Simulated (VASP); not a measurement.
A run of VASP 6.6.1 is set up as follows.

Contents of INCAR:

```
SYSTEM = TaSi
PREC     = Accurate       ! precision mode
ENCUT    = 520            ! plane-wave cutoff, eV
EDIFF    = 1E-6           ! SCF threshold, eV
ISMEAR   = -1             ! smearing method
SIGMA    = 0.1            ! smearing width, eV
LREAL    = .False.        ! projectors in reciprocal space
LASPH    = .True.         ! aspherical terms in the spheres
NELM     = 80             ! most SCF steps
ALGO     = Normal         ! electronic algorithm
ISIF     = 2              ! what is computed and relaxed
LWAVE    = .False.        ! write WAVECAR
LCHARG   = .False.        ! write CHGCAR
GGA      = PE             ! functional
NBANDS   = 14             ! bands
```

File KPOINTS:

```
regular mesh
0
Gamma
  13 13 13
  0 0 0
```

File POSCAR:

```
TaSi
1.0
    0.0000000000      2.5751216651      2.5751216651
    2.5751216651      0.0000000000      2.5751216651
    2.5751216651      2.5751216651      0.0000000000
Ta Si
1 1
Direct
    0.0000000000      0.0000000000      0.0000000000
    0.5000000000      0.5000000000      0.5000000000
```

Potentials or basis: VASP PAW PBE potentials, release 64 (Ta_pv, Si).

Launch:

```bash
$ cat potpaw_PBE.64/Ta_pv/POTCAR potpaw_PBE.64/Si/POTCAR > POTCAR
$ mpirun -np 1 vasp_std > vasp.out
```

Question: What does it give for the pressure?

Answer: 0.1 GPa.
